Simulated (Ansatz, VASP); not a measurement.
**One calculation of TiTl2H4, two programs**

```xyz
7
Lattice="-2.5606 2.5606 3.7982 2.5606 -2.5606 3.7982 2.5606 2.5606 -3.7982" Properties=species:S:1:pos:R:3 pbc="T T T"
Ti    0.0000    0.0000    0.0000
Tl    0.0000    2.5606    1.8991
Tl    2.5606    0.0000    1.8991
H     1.2896    1.2896    0.0000
H     1.2710   -1.2710    3.7982
H     1.2710    1.2710    3.7982
H    -1.2710    1.2710    3.7982
```

Alike in both runs: functional PBE; k mesh 6 × 6 × 6; occupations gaussian, width 0.1 eV; no spin polarisation.

Ansatz relaxed the structure, and its values are those at the end. VASP's run is a single point on that final structure, the one shown.

```csv
,VASP,Ansatz
version,VASP 6.6.1,Ansatz 0.2.0
potentials or method,"VASP PAW PBE potentials, release 64 (Ti_sv, Tl_d, H), cutoff 520 eV","scalar-relativistic, plane waves, PAW"
valence electrons in the cell,42,42
```

|  | VASP | Ansatz | Ansatz less VASP |
| --- | --- | --- | --- |
| gap on the k mesh at the Fermi level (eV) | none | none | - |
| pressure (GPa) | 0.0 | 0.0 | +0.08 |
| rms of the force components (eV/Å) | 0.003 | 0.005 | +0.0024 |

A gap of «none» marks a metal or a gap that the smearing closes. The functional is the same, so the differences come from potentials, cutoffs and numerics.

Spin-orbit coupling is off throughout.
